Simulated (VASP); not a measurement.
Set up this calculation in VASP 6.6.1, as the native input.

| Quantity | Value |
| --- | --- |
| Task | single point |
| Functional | r2SCAN |
| Potentials or basis | VASP PAW PBE potentials, release 64 (Al, N) |
| Cutoff | 520 eV |
| k mesh | 10 × 10 × 6 |
| Occupations | fermi-dirac, width 0.05 eV |
| Spin | no spin polarisation |
| Dipole correction | no |
| Further INCAR settings | ALGO = Normal; EDIFF = 1e-06; NBANDS = 16 |

The system is AlN.

```xyz
4
Lattice="3.1067 0.0000 0.0000 -1.5534 2.6905 0.0000 0.0000 0.0000 4.9785" Properties=species:S:1:pos:R:3 pbc="T T T"
Al    1.5534    0.8968    2.4853
Al    0.0000    1.7937   -0.0040
N     1.5534    0.8968    4.3851
N     0.0000    1.7937    1.8959
```

These files were run (other wordings do the same):

POSCAR

```
AlN
1.0
    3.1067347332      0.0000000000      0.0000000000
   -1.5533673666      2.6905112018      0.0000000000
    0.0000000000      0.0000000000      4.9785472814
Al N
2 2
Direct
    0.6666666667      0.3333333333      0.4991939724
    0.3333333333      0.6666666667     -0.0008060276
    0.6666666667      0.3333333333      0.8808060276
    0.3333333333      0.6666666667      0.3808060276
```

INCAR.step1

```
SYSTEM = AlN
ALGO = Normal
EDIFF = 1E-4
ENCUT = 520
GGA = PE
ISMEAR = -1
LASPH = .True.
LCHARG = .False.
LREAL = .False.
LWAVE = .True.
NBANDS = 16
NELM = 60
PREC = Accurate
SIGMA = 0.05
```

INCAR.step2

```
SYSTEM = AlN
ALGO = Normal
EDIFF = 1E-6
ENCUT = 520
ISIF = 2
ISMEAR = -1
ISTART = 1
LASPH = .True.
LCHARG = .False.
LMIXTAU = .True.
LREAL = .False.
LWAVE = .False.
METAGGA = R2SCAN
NBANDS = 16
NELM = 60
PREC = Accurate
SIGMA = 0.05
```

KPOINTS

```
k-points
0
Gamma
  10 10 6
  0 0 0
```

Potentials or basis: VASP PAW PBE potentials, release 64 (Al, N).

Run with:

```console
$ cat potpaw_PBE.64/Al/POTCAR potpaw_PBE.64/N/POTCAR > POTCAR
$ cp INCAR.step1 INCAR
$ mpirun -np 1 vasp_std > vasp.out
$ cp INCAR.step2 INCAR
$ mpirun -np 1 vasp_std > vasp.out
```

It gave:

* Pressure: -0.4 GPa
* Band gap on the k mesh: 4.92 eV

Caveat: the PAW data sets were made with another functional, which shifts forces and pressure a little.

It took 62 s on 1 thread of Intel(R) Xeon(R) Platinum 8488C (Sapphire Rapids), with other jobs on the host, peak memory 0.17 GiB.
